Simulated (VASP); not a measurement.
Set up this calculation in VASP 6.6.1, as the native input.

```yaml
Task: single point
Functional: LDA
Potentials_or_basis: VASP PAW LDA potentials, release 64 (Sr_sv, Tl_d)
Cutoff: 520 eV
k_mesh: 8 × 8 × 8
Occupations: fermi-dirac, width 0.05 eV
Spin: no spin polarisation
Dipole_correction: no
Further_INCAR_settings: ALGO = Normal; EDIFF = 1e-07; NBANDS = 18
```

The structure of SrTl lies in POSCAR:

```
SrTl
1.0
    4.1110789000      0.0000000000      0.0000000000
    0.0000000000      4.1110789000      0.0000000000
    0.0000000000      0.0000000000      4.1110789000
Sr Tl
1 1
Direct
    0.0000000000      0.0000000000      0.0000000000
    0.5000000000      0.5000000000      0.5000000000
```

One way to write it, as run:

INCAR

```
SYSTEM = SrTl
PREC = Accurate
ENCUT = 520
EDIFF = 1E-7
ISMEAR = -1
SIGMA = 0.05
LREAL = .False.
LASPH = .True.
NELM = 80
ALGO = Normal
ISIF = 2
LWAVE = .False.
LCHARG = .False.
GGA = CA
NBANDS = 18
```

KPOINTS

```
Automatic mesh
0
Gamma
  8 8 8
  0 0 0
```

Potentials or basis: VASP PAW LDA potentials, release 64 (Sr_sv, Tl_d).

Command:

```console
$ cat potpaw_LDA.64/Sr_sv/POTCAR potpaw_LDA.64/Tl_d/POTCAR > POTCAR
$ mpirun -np 1 vasp_std > vasp.out
```

Results of the run:

- Pressure: -3.1 GPa
- Band gap on the k mesh: zero (an odd number of electrons rules out a gap without spin polarisation)

Caveat: the cell stands under tension; spin-orbit coupling is left out, which moves the levels of the heavy elements.

It took 40 s on 1 thread of Intel Xeon 8259CL, with other jobs on the host, peak memory 0.18 GiB.
